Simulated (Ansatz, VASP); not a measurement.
Two plane-wave programs on Co

```
Co
1.0
     2.45686    0.00000    0.00000
    -1.22843    2.12771    0.00000
     0.00000    0.00000    3.97143
Co
2
Direct
  0.33333 0.66667 0.25000
  0.66667 0.33333 0.75000
```

Alike in both runs: functional PBEsol; k mesh 17 × 17 × 9; occupations fermi-dirac, width 0.1 eV; collinear spin.

Ansatz relaxed the structure, and its values are those at the end. VASP's run is a single point on that final structure, the one shown.

|  | VASP | Ansatz |
| --- | --- | --- |
| version | VASP 6.6.1 | Ansatz 0.2.0 |
| potentials or method | VASP PAW PBE potentials, release 64 (Co) | PAW with Ansatz's default frozen-core files, scalar-relativistic |
| plane-wave cutoff (eV) | 520 | 420 |
| valence electrons in the cell | 18 | 34 |

```tsv
	VASP	Ansatz	Ansatz less VASP
pressure (GPa)	-1.0	0.0	+0.96
net moment per atom (μB)	1.57	1.57	+0.006
size of the moment on the site where the two differ most (μB)	1.57	1.63	+0.062
```

VASP's potentials were made for PBE, not for PBEsol. Site moments also hang on the region over which each program counts them. VASP's potentials hold 18 valence electrons a cell and Ansatz's 34, so a difference there can come from the potentials and not from the codes.
